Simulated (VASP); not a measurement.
AlGa3N4, 8 atoms in the cell. It takes space group P-42m (No. 111, tetragonal). The conventional cell has a = 4.242 Å, b = 4.242 Å, c = 4.354 Å, α = 90.00°, β = 90.00°, γ = 90.00°. Al (site symmetry -42m) has 4 N at 1.81 Å within 2.4 Å. Ga (site symmetry -42m) has 4 N at 1.87 Å within 2.5 Å. Within 2.5 Å of Ga (site symmetry 222) lie 4 N at 1.87 Å. N (site symmetry m) has 1 Al at 1.81 Å and 3 Ga at 1.87 Å within 2.4 Å.  This cell differs from its parent crystal: strain -0.050 along x and y, -0.025 along z.

| Quantity | Value |
| --- | --- |
| Program | VASP 6.6.1 |
| Task | single point |
| Functional | r2SCAN |
| Potentials or basis | VASP PAW PBE potentials, release 64 (Al, Ga_d, N) |
| Cutoff | 520 eV |
| k mesh | 6 × 6 × 6 |
| Occupations | gaussian, width 0.05 eV |
| Spin | no spin polarisation |
| Dipole correction | no |
| Further INCAR settings | ALGO = Normal; EDIFF = 1e-06; NBANDS = 41 |

Potentials or basis: VASP PAW PBE potentials, release 64 (Al, Ga_d, N).

Launch:

```sh
$ cat potpaw_PBE.64/Al/POTCAR potpaw_PBE.64/Ga_d/POTCAR potpaw_PBE.64/N/POTCAR > POTCAR
$ cp INCAR.step1 INCAR
$ mpirun -np 1 vasp_std > vasp.out
$ cp INCAR.step2 INCAR
$ mpirun -np 1 vasp_std > vasp.out
```

Hardware: 1 thread of Intel(R) Xeon(R) 6975P-C (Granite Rapids) (shared host).

Problem. How long does it take, and how much memory?

Solution. Wall time 2.3 min on 1 thread of Intel(R) Xeon(R) 6975P-C (Granite Rapids), with other jobs on the host, peak memory 0.25 GiB. Counts: k points 40.
